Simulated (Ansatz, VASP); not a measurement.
**ScGa3As2: VASP beside Ansatz**

File INCAR:

```
SYSTEM = ScGa3As2
PREC     = Accurate       ! precision mode
ENCUT    = 600            ! plane-wave cutoff, eV
EDIFF    = 1E-7           ! SCF threshold, eV
ISMEAR   = 0              ! smearing method
SIGMA    = 0.1            ! smearing width, eV
LREAL    = .FALSE.        ! projectors in reciprocal space
LASPH    = .TRUE.         ! aspherical terms in the spheres
NELM     = 60             ! most SCF steps
ALGO     = Fast           ! electronic algorithm
ISIF     = 3              ! what is computed and relaxed
LWAVE    = .FALSE.        ! write WAVECAR
LCHARG   = .FALSE.        ! write CHGCAR
GGA      = PE             ! functional
IBRION   = 2              ! ionic algorithm
NSW      = 90             ! ionic steps
EDIFFG   = -0.04          ! ionic threshold
```

KPOINTS

```
Automatic mesh
0
G
  6 6 4
  0 0 0
```

File POSCAR:

```
ScGa3As2
1.0
    3.9051153500      0.0000000000      0.0000000000
   -1.9525576800      3.3819291000      0.0000000000
    0.0000000000      0.0000000000      6.6757401900
Sc Ga As
1 3 2
Direct
    0.0000000000      0.0000000000      0.5000000000
    0.3333333300      0.6666666700      0.5000000000
    0.6666666700      0.3333333300      0.5000000000
    0.0000000000      0.0000000000      0.0000000000
    0.3333333300      0.6666666700      0.0000000000
    0.6666666700      0.3333333300      0.0000000000
```

Input for Ansatz:

```yaml
crystal:
  lattice:
    - [3.90511535, 0.0, 0.0]
    - [-1.95255768, 3.3819291, 0.0]
    - [0.0, 0.0, 6.67574019]
  atoms:
    - { symbol: Sc, position: [0.0, 0.0, 0.5] }
    - { symbol: Ga, position: [0.33333333, 0.66666667, 0.5] }
    - { symbol: Ga, position: [0.66666667, 0.33333333, 0.5] }
    - { symbol: Ga, position: [0.0, 0.0, 0.0] }
    - { symbol: As, position: [0.33333333, 0.66666667, 0.0] }
    - { symbol: As, position: [0.66666667, 0.33333333, 0.0] }
basis:
  ecutwfc: 420
kpoints:
  mp_grid: { grid: [6, 6, 4] }
hamiltonian:
  xc: pbe
scf:
  occupations: { method: gaussian, width: 0.1 }
  lower_state_search: "off"
output:
  forces: true
  stress: true
  eigenvalues: true
relax:
  adjacent_minimum: "off"
  f_tol: 0.04
  max_steps: 70
  cell: { stress_tol: 0.4 }
```

Alike in both runs: task relaxation of cell and atoms; functional PBE; k mesh 6 × 6 × 4; occupations gaussian, width 0.1 eV; no spin polarisation.

```csv
,VASP,Ansatz
version,VASP 6.6.1,Ansatz 0.2.0
potentials or method,"VASP PAW PBE potentials, release 64 (Sc_sv, Ga_d, As), cutoff 600 eV","scalar-relativistic, plane waves, PAW"
valence electrons in the cell,60,80
```

|  | VASP | Ansatz | Ansatz less VASP |
| --- | --- | --- | --- |
| gap on the k mesh at the Fermi level, each at its own relaxed structure (eV) | none | none | - |
| relaxed volume (Å³/atom) | 20.34 | 20.33 | -0.017 |
| relaxed length of the cell vector where the two differ most in proportion (Å) | 5.002 | 4.998 | -0.0037 |

A gap of «none» marks a metal or a gap that the smearing closes. VASP's potentials hold 60 valence electrons a cell and Ansatz's 80, so a difference there can come from the potentials and not from the codes.

Noted on VASP's run: the volume moved by over 15 % at a fixed basis, so the end points are rough.
